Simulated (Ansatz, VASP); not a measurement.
**One calculation of CuW2, two programs**

```
Cu W
1.0
     2.61492   -1.50573    0.00316
     2.61492    1.50573    0.00316
    -1.83221    0.00000    6.08500
Cu W
1 2
Direct
  0.00000 0.00000 0.00000
  0.78573 0.78573 0.34513
  0.21427 0.21427 0.65487
```

Alike in both runs: functional PBE; k mesh 18 × 18 × 8; occupations gaussian, width 0.1 eV; no spin polarisation.

Ansatz relaxed the structure, and its values are those at the end. VASP's run is a single point on that final structure, the one shown.

|  | VASP | Ansatz |
| --- | --- | --- |
| version | VASP 6.6.1 | Ansatz 0.2.0 |
| potentials or method | VASP PAW PBE potentials, release 64 (Cu, W_sv), cutoff 520 eV | scalar-relativistic, plane waves, PAW |
| valence electrons in the cell | 39 | 47 |

VASP gave:

- gap on the k mesh at the Fermi level (eV): none
- pressure (GPa): 0.7
- rms of the force components (eV/Å): 0.016

What did Ansatz give for the same quantities?

gap on the k mesh at the Fermi level (eV): none; pressure (GPa): 0.0; rms of the force components (eV/Å): 0.002.

A gap of «none» marks a metal or a gap that the smearing closes. VASP's potentials hold 39 valence electrons a cell and Ansatz's 47, so a difference there can come from the potentials and not from the codes.

Spin-orbit coupling is off throughout.
